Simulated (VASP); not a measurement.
Wanted: the native input for a VASP 6.6.1 run.

```
Task                   : single point
Functional             : PBE
Potentials or basis    : VASP PAW PBE potentials, release 64 (Sn_d, O)
Cutoff                 : 520 eV
k mesh                 : 7 × 7 × 7
Occupations            : fermi-dirac, width 0.05 eV
Spin                   : no spin polarisation
Dipole correction      : no
Further INCAR settings : ALGO = Normal; EDIFF = 1e-06; NBANDS = 35
```

The structure of SnO2 lies in POSCAR:

```
SnO2
1.0
   -2.0000686112      2.0000686112      5.1236788559
    2.0000686112     -2.0000686112      5.1236788559
    2.0000686112      2.0000686112     -5.1236788559
Sn O
2 4
Direct
    0.0000000000      0.0000000000      0.0000000000
    0.7500000000      0.2500000000      0.5000000000
    0.5462592689      0.0462592689      0.5000000000
    0.2037407311      0.2037407311      0.0000000000
    0.9537407311      0.4537407311      0.5000000000
    0.7962592689      0.7962592689      0.0000000000
```

The input as run:

INCAR

```
  ALGO = Normal
  EDIFF = 1E-6
  ENCUT = 520
  GGA = PE
  ISIF = 2
  ISMEAR = -1
  LASPH = T
  LCHARG = F
  LREAL = F
  LWAVE = F
  NBANDS = 35
  NELM = 60
  PREC = Accurate
  SIGMA = 0.05
```

KPOINTS

```
k-points
0
Gamma
  7 7 7
```

Potentials or basis: VASP PAW PBE potentials, release 64 (Sn_d, O).

The run is started by

```console
$ cat potpaw_PBE.64/Sn_d/POTCAR potpaw_PBE.64/O/POTCAR > POTCAR
$ mpirun -np 1 vasp_std > vasp.out
```

Results of the run:

| Item | Value |
| --- | --- |
| Pressure | 6.3 GPa |
| Largest force | 0.025 eV/Å |
| Band gap on the k mesh | 1.62 eV, indirect (least direct gap 2.01 eV) |

Caveat: spin-orbit coupling is left out, which moves the levels of the heavy elements.

Run time: 92 s on 1 thread of Intel(R) Xeon(R) 6975P-C (Granite Rapids), on a shared host, peak memory 0.35 GiB.
